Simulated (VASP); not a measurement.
A run of VASP 6.6.1 is set up as follows.

File INCAR:

```
SYSTEM = Li
ALGO = Normal
DIPOL = 0.5 0.5 0.500
EDIFF = 1E-7
EDIFFG = -0.01
ENCUT = 650
GGA = PE
GGA_COMPAT = .False.
IBRION = 2
IDIPOL = 3
ISIF = 2
ISMEAR = -1
LASPH = .True.
LCHARG = .False.
LDIPOL = .True.
LREAL = .False.
LWAVE = .False.
NELM = 120
NELMDL = -8
NELMIN = 4
NSW = 60
PREC = Accurate
SIGMA = 0.08
```

The input KPOINTS:

```
k-points
0
Gamma
  9 9 1
  0 0 0
```

The input POSCAR:

```
Li
1.0
    4.8518899234      0.0000000000      0.0000000000
   -2.4259449617      4.2018599300      0.0000000000
    0.0000000000      0.0000000000     22.9712000000
Li
4
Direct
    0.0000000000      0.0000000000      0.4353285059
    0.3333333340      0.6666666660      0.4784428351
    0.6666666670      0.3333333330      0.5215571646
    0.0000000000      0.0000000000      0.5646714941
```

Potentials or basis: VASP PAW PBE potentials, release 64 (Li_sv).

The run is started by

```bash
$ cat potpaw_PBE.64/Li_sv/POTCAR > POTCAR
$ mpirun -np 1 vasp_std > vasp.out
```

Task: Predict the band gap on the k mesh.

Result: Zero (bands 6 and 7 overlap by 0.62 eV).

Task: Predict the energy gained by relaxing.

Result: 26.1 meV/atom.

Final structure:
```
CELL_PARAMETERS angstrom
4.85189 0.00000 0.00000
-2.42594 4.20186 0.00000
0.00000 0.00000 22.97120
ATOMIC_POSITIONS crystal
Li 0.00000 0.00000 0.43551
Li 0.33333 0.66667 0.49999
Li 0.66667 0.33333 0.50001
Li 0.00000 0.00000 0.56449
```
